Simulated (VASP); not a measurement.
A run of VASP 6.6.1 is set up as follows.

INCAR

```
PREC = Accurate
ENCUT = 400
EDIFF = 1E-8
ISMEAR = -1
SIGMA = 0.08
LREAL = F
LASPH = T
NELM = 120
ALGO = Normal
ISIF = 2
LWAVE = F
LCHARG = F
GGA = PS
LEFG = T
NBANDS = 8
GGA_COMPAT = F
```

Contents of KPOINTS:

```
Automatic mesh
0
Gamma
  10 10 9
```

File POSCAR:

```
P
1.0
    4.2729048574      0.0000000000      0.0000000000
    0.0000000000      4.2729048574      0.0000000000
    0.0000000000      0.0000000000      4.2904400000
P
1
Direct
    0.0000000000      0.0000000000      0.0000000000
```

Potentials or basis: VASP PAW PBE potentials, release 64 (P).

Run with:

```sh
$ cat potpaw_PBE.64/P/POTCAR > POTCAR
$ mpirun -np 1 vasp_std > vasp.out
```

Q: Predict the pressure.

A: -4.0 GPa.

Stress tensor (GPa, compression positive):
```
-4.00  0.00  0.00
 0.00 -4.00  0.00
 0.00  0.00 -3.89
```

Caveat: the cell differs from its parent crystal (zz strain of -2 %); without QUAD_EFG the Cq values of the log hold for a quadrupole moment of 1 mb, not for the nuclei; the PAW data sets were made with another functional, which shifts forces and pressure a little.
